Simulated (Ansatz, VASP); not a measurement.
TiAl: VASP beside Ansatz

```
CELL_PARAMETERS angstrom
3.39901 0.00000 0.00000
0.00000 3.39901 0.00000
0.00000 0.00000 2.87658
ATOMIC_POSITIONS crystal
Ti 0.00000 0.00000 0.00000
Al 0.50000 0.50000 0.50000
```

Alike in both runs: task single point; functional LDA; k mesh 16 × 16 × 16; occupations gaussian, width 0.15 eV; no spin polarisation.

```csv
,VASP,Ansatz
version,VASP 6.6.1,Ansatz 0.2.0
potentials or method,"VASP PAW LDA potentials, release 64 (Ti_sv, Al), cutoff 520 eV","scalar-relativistic, plane waves, PAW"
valence electrons in the cell,15,15
```

Ansatz gave:

| Quantity | Value |
| --- | --- |
| gap on the k mesh at the Fermi level (eV) | none |
| pressure (GPa) | -8.3 |
| traceless stress, the component that is largest in VASP (GPa) | -0.52 |

Task: Estimate VASP's values.

Result: gap on the k mesh at the Fermi level (eV): none; pressure (GPa): -8.1; traceless stress, the component that is largest in VASP (GPa): -0.52.

Ansatz warns that its potentials were made for another functional, while VASP's fit it. LDA's correlation is that of Perdew and Zunger in VASP and of Perdew and Wang (1992) in Ansatz. A gap of «none» marks a metal or a gap that the smearing closes.
